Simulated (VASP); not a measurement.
# Sc2GaS (P4/mmm) in VASP: single point with PBE

Aim: the single point of Sc2GaS with PBE.

Everything below comes from runs of VASP 6.6.1. Logs are shortened: lines on timing, memory, paths and dates and some standing lists are left out, and cuts for length are marked.

## Step 1: The cell of the first run

The structure is tetragonal, space group P4/mmm (No. 123). Conventional cell: a = 3.765 Å, b = 3.765 Å, c = 3.960 Å, α = 90.00°, β = 90.00°, γ = 90.00°. Sc (site symmetry 4/mmm) has 2 Sc at 1.98 Å and 4 Ga at 2.66 Å within 2.7 Å. Within 2.7 Å of Sc (site symmetry 4/mmm) lie 2 Sc at 1.98 Å and 4 S at 2.66 Å. Within 2.7 Å of Ga (site symmetry 4/mmm) lie 2 S at 1.98 Å and 4 Sc at 2.66 Å. S (site symmetry 4/mmm) has 2 Ga at 1.98 Å and 4 Sc at 2.66 Å within 2.7 Å.

The cell was built from a structure type or drawn by symmetry, and may not be a known phase.

## Step 2: Single point, PBE

File INCAR:

```
  PREC = Accurate
  ENCUT = 520
  EDIFF = 1E-6
  ISMEAR = 0
  SIGMA = 0.1
  LREAL = F
  LASPH = T
  NELM = 80
  ALGO = Normal
  ISIF = 2
  LWAVE = F
  LCHARG = T
  GGA = PE
  LELF = T
  LVHAR = T
  NBANDS = 28
```

File KPOINTS:

```
regular mesh
0
Gamma
  4 4 4
```

File POSCAR:

```
Sc2GaS
1.0
    3.7652831900      0.0000000000      0.0000000000
    0.0000000000      3.7652831900      0.0000000000
    0.0000000000      0.0000000000      3.9601973300
Sc Ga S
2 1 1
Direct
    0.0000000000      0.0000000000      0.0000000000
    0.0000000000      0.0000000000      0.5000000000
    0.5000000000      0.5000000000      0.0000000000
    0.5000000000      0.5000000000      0.5000000000
```

Potentials or basis: VASP PAW PBE potentials, release 64 (Sc_sv, Ga_d, S).

On the command line:

```
> cat potpaw_PBE.64/Sc_sv/POTCAR potpaw_PBE.64/Ga_d/POTCAR potpaw_PBE.64/S/POTCAR > POTCAR
> mpirun -np 1 vasp_std > vasp.out
```

OUTCAR:

```text
PREC = Accurate
   ENCUT = 520
   EDIFF = 1E-6
   ISMEAR = 0
   LREAL = F
   LASPH = T
   NELM = 80
   ISIF = 2
   GGA = PE

 ion  position               nearest neighbor table
   1  0.000  0.000  0.000-   2 1.98   2 1.98   3 2.66   3 2.66   3 2.66   3 2.66
   2  0.000  0.000  0.500-   1 1.98   1 1.98   4 2.66   4 2.66   4 2.66   4 2.66
   3  0.500  0.500  0.000-   4 1.98   4 1.98   1 2.66   1 2.66   1 2.66   1 2.66
   4  0.500  0.500  0.500-   3 1.98   3 1.98   2 2.66   2 2.66   2 2.66   2 2.66

  LATTYP: Found a simple tetragonal cell.
 ALAT       =     3.7652831900
 C/A-ratio  =     1.0517661302

  Lattice vectors:

 A1 = (   3.7652831900,   0.0000000000,   0.0000000000)
 A2 = (   0.0000000000,   3.7652831900,   0.0000000000)
 A3 = (   0.0000000000,   0.0000000000,   3.9601973300)

Analysis of symmetry for initial positions (statically):
=====================================================================
 Subroutine PRICEL returns:
 Original cell was already a primitive cell.

 Routine SETGRP: Setting up the symmetry group for a
 simple tetragonal supercell.

 Subroutine GETGRP returns: Found 16 space group operations
 (whereof 16 operations were pure point group operations)
 out of a pool of 16 trial point group operations.

The static configuration has the point symmetry D_4h.

Analysis of symmetry for dynamics (positions and initial velocities):
=====================================================================
 Subroutine PRICEL returns:
 Original cell was already a primitive cell.

 Routine SETGRP: Setting up the symmetry group for a
 simple tetragonal supercell.

 Subroutine GETGRP returns: Found 16 space group operations
 (whereof 16 operations were pure point group operations)
 out of a pool of 16 trial point group operations.

The dynamic configuration has the point symmetry D_4h.

 Subroutine INISYM returns: Found 16 space group operations
 (whereof 16 operations are pure point group operations),
 and found     1 'primitive' translations

----------------------------------------------------------------------------------------

                                     Primitive cell

  volume of cell :      56.1451

  direct lattice vectors                    reciprocal lattice vectors
     3.765283190  0.000000000  0.000000000     0.265584273  0.000000000  0.000000000
     0.000000000  3.765283190  0.000000000     0.000000000  0.265584273  0.000000000
     0.000000000  0.000000000  3.960197330     0.000000000  0.000000000  0.252512670

  length of vectors
     3.765283190  3.765283190  3.960197330     0.265584273  0.265584273  0.252512670

  position of ions in fractional coordinates (direct lattice)
     0.000000000  0.000000000  0.000000000
     0.000000000  0.000000000  0.500000000
     0.500000000  0.500000000  0.000000000
     0.500000000  0.500000000  0.500000000

  ion indices of the primitive-cell ions
   primitive index   ion index
                 1           1
                 2           2
                 3           3
                 4           4

----------------------------------------------------------------------------------------

 KPOINTS: regular mesh

Automatic generation of k-mesh.
 Grid dimensions read from file:
 generate k-points for:    4    4    4

 Generating k-lattice:

  Cartesian coordinates                     Fractional coordinates (reciprocal lattice)
     0.066396068  0.000000000  0.000000000     0.250000000  0.000000000  0.000000000
     0.000000000  0.066396068  0.000000000     0.000000000  0.250000000  0.000000000
     0.000000000  0.000000000  0.063128167     0.000000000  0.000000000  0.250000000

  Length of vectors
     0.066396068  0.066396068  0.063128167

  Shift w.r.t. Gamma in fractional coordinates (k-lattice)
     0.000000000  0.000000000  0.000000000

 Subroutine IBZKPT returns following result:
 ===========================================

 Found     18 irreducible k-points:

 Following reciprocal coordinates:
            Coordinates               Weight
  0.000000  0.000000  0.000000      1.000000
  0.250000  0.000000  0.000000      4.000000
  0.500000  0.000000  0.000000      2.000000
  0.250000  0.250000  0.000000      4.000000
  0.500000  0.250000  0.000000      4.000000
  0.500000  0.500000  0.000000      1.000000
[... 10 lines left out ...]
  0.500000  0.250000  0.500000      4.000000
  0.500000  0.500000  0.500000      1.000000
   k-points           NKPTS =     18   k-points in BZ     NKDIM =     18   number of bands    NBANDS=     28
   number of dos      NEDOS =    301   number of ions     NIONS =      4
   total plane-waves  NPLWV =  23520
   dimension x,y,z NGX =    28 NGY =   28 NGZ =   30
   dimension x,y,z NGXF=    56 NGYF=   56 NGZF=   60
   ions per type =               2   1   1
   NGX,Y,Z   is equivalent  to a cutoff of  12.36, 12.36, 12.59 a.u.
   NGXF,Y,Z  is equivalent  to a cutoff of  24.73, 24.73, 25.19 a.u.
 SYSTEM =  unknown system
   PREC   = accura    normal or accurate (medium, high low for compatibility)
   ISTART =      0    job   : 0-new  1-cont  2-samecut
   ICHARG =      2    charge: 1-file 2-atom 10-const
   ISPIN  =      1    spin polarized calculation?
   LNONCOLLINEAR =      F non collinear calculations
   LSORBIT =      F    spin-orbit coupling
   LASPH  =      T    aspherical Exc in radial PAW
   ENCUT  =  520.0 eV  38.22 Ry    6.18 a.u.   7.00  7.00  7.36*2*pi/ulx,y,z
   NELM   =     80;   NELMIN=  2; NELMDL= -5     # of ELM steps
   EDIFF  = 0.1E-05   stopping-criterion for ELM
   LREAL  =      F    real-space projection
   EDIFFG = 0.1E-04   stopping-criterion for IOM
   NSW    =      0    number of steps for IOM
   IBRION =     -1    ionic relax: 0-MD 1-quasi-New 2-CG
   NFREE  =      0    steps in history (QN), initial steepest desc. (CG)
   ISIF   =      2    stress and relaxation
   ISYM   =      2    0-nonsym 1-usesym 2-fastsym
   POTIM  = 0.5000    time-step for ionic-motion
   TEBEG  =    0.0;   TEEND  =   0.0 temperature during run
   PSTRESS=    0.0 pullay stress
   NELECT =      41.0000    total number of electrons
   NUPDOWN=      -1.0000    fix difference up-down
   EMIN   =  10.00;   EMAX   =-10.00  energy-range for DOS
   EFERMI =   0.00;   METHOD = LEGACY
   ISMEAR =     0;   SIGMA  =   0.10  broadening in eV -4-tet -1-fermi 0-gaus
   EFERMI_NEDOS =   21; number of points for ismear=-14 and -15
   IALGO  =     38    algorithm
   IMIX   =      4    mixing-type and parameters
     AMIX     =   0.40;   BMIX     =  1.00
     AMIX_MAG =   1.60;   BMIX_MAG =  1.00
  volume/ion in A,a.u.               =      14.04        94.72
  Fermi-wavevector in a.u.,A,eV,Ry     =   1.474231  2.785892 29.570300  2.173356
  Thomas-Fermi vector in A             =   2.589027
   LORBIT       =      0    0 simple, 1 ext, 2 COOP (PROOUT), +10 PAW based schemes
   GGA     = PE    functional components
   LHFCALC =     F    Hartree Fock is set to
   AEXX    =    0.0000 exact exchange contribution
   IVDW    =     0    specifies the selected vdW correction
   LEPSILON=     F    determine dielectric tensor
   LRPA    =     F    only Hartree local field effects (RPA)
 non-spin polarized calculation
 Gauss-broadening in eV      SIGMA  =   0.10
  energy-cutoff  :      520.00
  volume of cell :       56.15
 maximum number of plane-waves:      1532
   NGX = 15   NGY = 15   NGZ = 15

 number of electron      41.0000009 magnetization

 Free energy of the ion-electron system (eV)
  ---------------------------------------------------
  ext. energy  EPLUGINS =         0.00000000
  ---------------------------------------------------
  free energy    TOTEN  =       -12.83092210 eV

  energy without entropy =      -12.81466776  energy(sigma->0) =      -12.82279493

 E-fermi :   8.8972     XC(G=0): -12.0184

 val. band max:        8.8833173019   @ k =   0.5000   0.0000   0.2500
 cond. band min:       8.9250165513   @ k =   0.5000   0.0000   0.2500
 fundamental gap:      0.0416992494
 Fermi energy:         8.8972005346

 k-point     1 :       0.0000    0.0000    0.0000
  band No.  band energies     occupation
      1     -41.0357      2.00000
      2     -38.5378      2.00000
      3     -22.7759      2.00000
      4     -19.2692      2.00000
      5     -19.2692      2.00000
      6     -17.6338      2.00000
[... 20 lines left out ...]
     27      13.7420      0.00000
     28      13.7420      0.00000

 k-point     2 :       0.2500    0.0000    0.0000
  band No.  band energies     occupation
      1     -41.0330      2.00000
      2     -38.5361      2.00000
      3     -22.7722      2.00000
      4     -19.3329      2.00000
      5     -19.2635      2.00000
      6     -17.6633      2.00000
[... 20 lines left out ...]
     27      13.2689      0.00000
     28      13.8992      0.00000

 k-point     3 :       0.5000    0.0000    0.0000
  band No.  band energies     occupation
      1     -41.0304      2.00000
      2     -38.5344      2.00000
      3     -22.7685      2.00000
      4     -19.3954      2.00000
      5     -19.2578      2.00000
      6     -17.6927      2.00000
[... 20 lines left out ...]
     27      13.4635      0.00000
     28      13.5703      0.00000

 k-point     4 :       0.2500    0.2500    0.0000
  band No.  band energies     occupation
      1     -41.0305      2.00000
      2     -38.5345      2.00000
      3     -22.7685      2.00000
      4     -19.3274      2.00000
      5     -19.3129      2.00000
      6     -17.6628      2.00000
[... 392 lines left out ...]
     27      13.1871      0.00000
     28      13.7763      0.00000

 k-point    17 :       0.5000    0.2500    0.5000
  band No.  band energies     occupation
      1     -40.1638      2.00000
      2     -39.6547      2.00000
      3     -19.1581      2.00000
      4     -18.8664      2.00000
      5     -18.8223      2.00000
      6     -18.8081      2.00000
[... 20 lines left out ...]
     27      12.4396      0.00000
     28      12.9763      0.00000

 k-point    18 :       0.5000    0.5000    0.5000
  band No.  band energies     occupation
      1     -40.1617      2.00000
      2     -39.6527      2.00000
      3     -19.1557      2.00000
      4     -18.8510      2.00000
      5     -18.8510      2.00000
      6     -18.8173      2.00000
[... 20 lines left out ...]
     27      12.4169      0.00000
     28      12.4367      0.00000

------------------------ aborting loop because EDIFF is reached ----------------------------------------

  FORCE on cell =-STRESS in cart. coord.  units (eV):
  Direction    XX          YY          ZZ          XY          YZ          ZX
  --------------------------------------------------------------------------------------
  -------------------------------------------------------------------------------------
  Total        5.1924365      5.1924365     55.2194817      0.0000000     -0.0000000      0.0000000
  in kB      148.1731988    148.1731988   1575.7626081      0.0000000     -0.0000000      0.0000000
  external PRESSURE =     624.0363352 kB  Pullay stress =       0.0000000 kB

 VOLUME and BASIS-vectors are now :
 -----------------------------------------------------------------------------
  energy-cutoff  :      520.00
  volume of cell :       56.15
      direct lattice vectors                 reciprocal lattice vectors
     3.765283190  0.000000000  0.000000000     0.265584273  0.000000000  0.000000000
     0.000000000  3.765283190  0.000000000     0.000000000  0.265584273  0.000000000
     0.000000000  0.000000000  3.960197330     0.000000000  0.000000000  0.252512670

 POSITION                                       TOTAL-FORCE (eV/Angst)
 -----------------------------------------------------------------------------------
      0.00000      0.00000      0.00000         0.000000      0.000000      0.000000
      0.00000      0.00000      1.98010         0.000000      0.000000      0.000000
      1.88264      1.88264      0.00000         0.000000      0.000000      0.000000
      1.88264      1.88264      1.98010         0.000000      0.000000      0.000000
 -----------------------------------------------------------------------------------
    total drift:                                0.000000      0.000000     -0.000000

  FREE ENERGIE OF THE ION-ELECTRON SYSTEM (eV)
  ---------------------------------------------------
  free  energy   TOTEN  =       -12.8309220974 eV

  energy  without entropy=      -12.8146677596  energy(sigma->0) =      -12.82279493
```

It took 40 s on 1 thread of Intel Xeon 8259CL, shared host; peak memory 0.18 GiB.

What came out:

```
Free energy            : -12.8309 eV
Pressure               : 62.4 GPa
Band gap on the k mesh : zero (an odd number of electrons rules out a gap without spin polarisation)
```

Levels at points of the mesh, in eV from the Fermi level:
```tsv
k point	band 18	band 19	band 20	band 21	band 22	band 23	band 24	band 25
(0.00, 0.00, 0.00)	-4.75	-2.47	-1.98	-1.98	-0.87	0.20	1.36	2.81
(0.50, 0.00, 0.00)	-3.08	-1.79	-1.55	-0.77	-0.39	1.26	1.62	2.43
(0.50, 0.50, 0.00)	-3.29	-2.85	-2.85	-0.94	1.50	1.75	1.75	2.09
(0.00, 0.00, 0.50)	-0.98	-0.26	-0.26	-0.05	0.94	1.13	1.29	2.37
(0.50, 0.00, 0.50)	-4.13	-1.25	0.76	1.40	1.68	1.75	2.44	3.11
(0.50, 0.50, 0.50)	-3.07	-3.07	1.99	2.09	2.38	2.38	2.50	3.06
```

Caveat: the k points lie up to 0.42 Å⁻¹ apart, too coarse for converged energies and pressures of a metal; atoms lie so close that the PAW spheres overlap strongly, which falsifies energies and pressures.
